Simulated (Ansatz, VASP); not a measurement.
**One calculation of Sn4Se3, two programs**

```
CELL_PARAMETERS angstrom
3.78573 2.18569 4.51356
-3.78573 2.18569 4.51356
0.00000 -4.37138 4.51356
ATOMIC_POSITIONS crystal
Sn 0.71484 0.71484 0.71484
Sn 0.28516 0.28516 0.28516
Sn 0.00000 0.00000 0.00000
Sn 0.50000 0.50000 0.50000
Se 0.00000 0.00000 0.50000
Se 0.50000 0.00000 0.00000
Se 0.00000 0.50000 0.00000
```

Alike in both runs: functional PBE; k mesh 3 × 3 × 3; occupations gaussian, width 0.2 eV; no spin polarisation.

Ansatz relaxed the structure, and its values are those at the end. VASP's run is a single point on that final structure, the one shown.

|  | VASP | Ansatz |
| --- | --- | --- |
| version | VASP 6.6.1 | Ansatz 0.2.0 |
| potentials or method | VASP PAW PBE potentials, release 64 (Sn_d, Se), cutoff 500 eV | scalar-relativistic, plane waves, PAW |
| valence electrons in the cell | 74 | 104 |

VASP gave:

```
gap on the k mesh at the Fermi level (eV) : none
pressure (GPa)                            : 0.5
rms of the force components (eV/Å)        : 0.014
```

Which values does Ansatz return?

gap on the k mesh at the Fermi level (eV): none; pressure (GPa): 0.5; rms of the force components (eV/Å): 0.011.

A gap of «none» marks a metal or a gap that the smearing closes. VASP's potentials hold 74 valence electrons a cell and Ansatz's 104, so a difference there can come from the potentials and not from the codes.
